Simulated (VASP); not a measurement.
A run of VASP 6.6.1 is set up as follows.

Contents of INCAR:

```
PREC     = Accurate       # precision mode
ENCUT    = 520            # plane-wave cutoff, eV
EDIFF    = 1E-6           # SCF threshold, eV
ISMEAR   = -1             # smearing method
SIGMA    = 0.02           # smearing width, eV
LREAL    = F              # projectors in reciprocal space
LASPH    = T              # aspherical terms in the spheres
NELM     = 60             # most SCF steps
ALGO     = Normal         # electronic algorithm
ISIF     = 2              # what is computed and relaxed
LWAVE    = F              # write WAVECAR
LCHARG   = F              # write CHGCAR
NBANDS   = 16             # bands
```

KPOINTS

```
regular mesh
0
Gamma
  12 12 6
```

POSCAR

```
BN
1.0
    2.5232260670      0.0000000000      0.0000000000
   -1.2616130335      2.1851778735      0.0000000000
    0.0000000000      0.0000000000      4.1751707746
B N
2 2
Direct
    0.6666666667      0.3333333333      0.0002997875
    0.3333333333      0.6666666667      0.5002997875
    0.6666666667      0.3333333333      0.3747002125
    0.3333333333      0.6666666667      0.8747002125
```

Potentials or basis: VASP PAW LDA potentials, release 64 (B, N).

Launch:

```bash
$ cat potpaw_LDA.64/B/POTCAR potpaw_LDA.64/N/POTCAR > POTCAR
$ mpirun -np 1 vasp_std > vasp.out
```

**Question.** Estimate the band gap on the k mesh.

**Answer.** 4.90 eV, indirect (least direct gap 8.28 eV).

**Question.** What does it give for the pressure?

**Answer.** 1.0 GPa.

Forces on the atoms (eV/Å):
```
B    0.000  0.000  0.002
B    0.000  0.000  0.002
N    0.000  0.000 -0.002
N    0.000  0.000 -0.002
```

A k mesh can miss the band edges. As with any semilocal functional, this LDA gap is likely too small.
